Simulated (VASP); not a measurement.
AlSi62 (a cell with a defect), 63 atoms in the cell. The cell holds a defect, 63 atoms: a = 10.860 Å, b = 10.860 Å, c = 10.860 Å, α = 90.00°, β = 90.00°, γ = 90.00°. 

| Property | Result |
| --- | --- |
| Program | VASP 6.6.1 |
| Task | single point |
| Functional | PBE |
| Dispersion | D3(BJ) |
| Potentials or basis | VASP PAW PBE potentials, release 64 (Si, Al) |
| Cutoff | 520 eV |
| k mesh | 1 × 1 × 1 |
| Occupations | gaussian, width 0.05 eV |
| Spin | no spin polarisation |
| Dipole correction | no |
| Charge | -1 |
| Further INCAR settings | LREAL = Auto; ALGO = Normal; EDIFF = 1e-06; NBANDS = 162; NELECT = 252.0 |

Potentials or basis: VASP PAW PBE potentials, release 64 (Si, Al).

Command:

```bash
$ cat potpaw_PBE.64/Si/POTCAR potpaw_PBE.64/Al/POTCAR > POTCAR
$ mpirun -np 1 vasp_gam > vasp.out
```

Hardware: 1 thread of Intel Xeon 8259CL, with other jobs on the host.

Q: Estimate the wall time of this run.

A: Run time: 17 min on 1 thread of Intel Xeon 8259CL (shared host), peak memory 0.99 GiB. Counts: scf iterations 17, k points 1.
